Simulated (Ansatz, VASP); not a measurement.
**KBr in VASP and in Ansatz**

```
CELL_PARAMETERS angstrom
0.00000 3.14388 3.27488
3.14388 0.00000 3.27488
3.14388 3.14388 0.00000
ATOMIC_POSITIONS crystal
K 0.00000 0.00000 0.00000
Br 0.50000 0.50000 0.50000
```

Change from the starting cell: strain -0.040 along x and y, +0.000 along z, atoms carried along.

Alike in both runs: task single point; functional PBEsol; k mesh 6 × 6 × 6; occupations gaussian, width 0.05 eV; no spin polarisation.

|  | VASP | Ansatz |
| --- | --- | --- |
| version | VASP 6.6.1 | Ansatz 0.2.0 |
| potentials or method | VASP PAW PBE potentials, release 64 (K_sv, Br), cutoff 520 eV | scalar-relativistic, plane waves, PAW |
| valence electrons in the cell | 16 | 16 |

|  | VASP | Ansatz | Ansatz less VASP |
| --- | --- | --- | --- |
| gap on the k mesh at the Fermi level (eV) | 4.53 | 4.53 | +0.004 |
| least direct gap on the mesh (eV) | 4.53 | 4.53 | +0.004 |
| pressure (GPa) | 1.7 | 1.6 | -0.09 |
| traceless stress, the component that is largest in VASP (GPa) | -1.26 | -1.24 | +0.026 |

VASP's potentials were made for PBE, not for PBEsol.
